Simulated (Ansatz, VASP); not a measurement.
WS2 in VASP and in Ansatz

```
CELL_PARAMETERS angstrom
1.57900 0.80908 6.16333
-1.57900 0.80908 6.16333
0.00000 -1.61815 6.16333
ATOMIC_POSITIONS crystal
W 0.00000 0.00000 0.00000
S 0.75030 0.75030 0.75030
S 0.58100 0.58100 0.58100
```

Change from the starting cell: strain -0.1125 x Voigt [0, 1, 0, 0, 0, 0], atoms carried along.

Alike in both runs: task single point; functional PBEsol; k mesh 12 × 12 × 12; occupations gaussian, width 0.05 eV; no spin polarisation.

|  | VASP | Ansatz |
| --- | --- | --- |
| version | VASP 6.6.1 | Ansatz 0.2.0 |
| potentials or method | VASP PAW PBE potentials, release 64 (W_sv, S), cutoff 520 eV | scalar-relativistic, plane waves, PAW |
| valence electrons in the cell | 26 | 26 |

Ansatz gave:

| Item | Value |
| --- | --- |
| gap on the k mesh at the Fermi level (eV) | 1.15 |
| least direct gap on the mesh (eV) | 1.86 |
| pressure (GPa) | 26.2 |
| traceless stress, the component that is largest in VASP (GPa) | 21.34 |
| rms of the force components (eV/Å) | 1.047 |

Problem. What did VASP give for the same quantities?

Solution. gap on the k mesh at the Fermi level (eV): 1.17; least direct gap on the mesh (eV): 1.87; pressure (GPa): 26.5; traceless stress, the component that is largest in VASP (GPa): 21.42; rms of the force components (eV/Å): 1.056.

VASP's potentials were made for PBE, not for PBEsol. Atom by atom the forces differ by 0.013 eV/Å (rms over components).

Spin-orbit coupling is off throughout.
